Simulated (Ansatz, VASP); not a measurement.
## Se: VASP beside Ansatz

The input INCAR:

```
SYSTEM = Se
ALGO = Normal
EDIFF = 1E-6
ENCUT = 520
GGA = PE
ISIF = 2
ISMEAR = -1
LASPH = .True.
LCHARG = .False.
LREAL = .False.
LWAVE = .False.
NBANDS = 16
NELM = 60
PREC = Accurate
SIGMA = 0.05
```

The input KPOINTS:

```
k-points
0
Gamma
  8 8 6
  0 0 0
```

Contents of POSCAR:

```
Se
1.0
    4.5203796332      0.0000000000      0.0000000000
   -2.2601898166      3.9147635971      0.0000000000
    0.0000000000      0.0000000000      5.0453124951
Se
3
Direct
    0.2189274285      0.0000000000      0.3333333333
    1.0000000000      0.2189274285      0.6666666667
    0.7810725715      0.7810725715      0.0000000000
```

Input for Ansatz:

```yaml
crystal:
  lattice:
    - [4.5203796332, 0.0, 0.0]
    - [-2.2601898166, 3.9147635971, 0.0]
    - [0.0, 0.0, 5.0453124951]
  atoms:
    - { symbol: Se, position: [0.2189274285, 0.0, 0.3333333333] }
    - { symbol: Se, position: [1.0, 0.2189274285, 0.6666666667] }
    - { symbol: Se, position: [0.7810725715, 0.7810725715, 0.0] }
hamiltonian:
  xc: pbe
  pseudopotentials:
    kind: paw
    azcp:
      Se: "pseudopotentials/Se.paw.azcp"
basis:
  ecutwfc: 500
  fft_grid_basis: typed
kpoints:
  mp_grid: { grid: [8, 8, 6], shift: [0, 0, 0] }
magnetization:
  spin_polarized: false
scf:
  occupations: { method: fermi_dirac, width: 0.05 }
  lower_state_search: "off"
output:
  stress: true
```

Alike in both runs: task single point; functional PBE; k mesh 8 × 8 × 6; occupations fermi-dirac, width 0.05 eV; no spin polarisation.

```csv
,VASP,Ansatz
version,VASP 6.6.1,Ansatz 0.2.0
potentials or method,"VASP PAW PBE potentials, release 64 (Se), cutoff 520 eV","plane waves (500 eV) with PAW, scalar-relativistic"
valence electrons in the cell,18,48
```

VASP gave:

- pressure (GPa): 0.1

Problem. What did Ansatz give for the same quantities?

Solution. Pressure (GPa): 0.0.

VASP's potentials hold 18 valence electrons a cell and Ansatz's 48, so a difference there can come from the potentials and not from the codes.
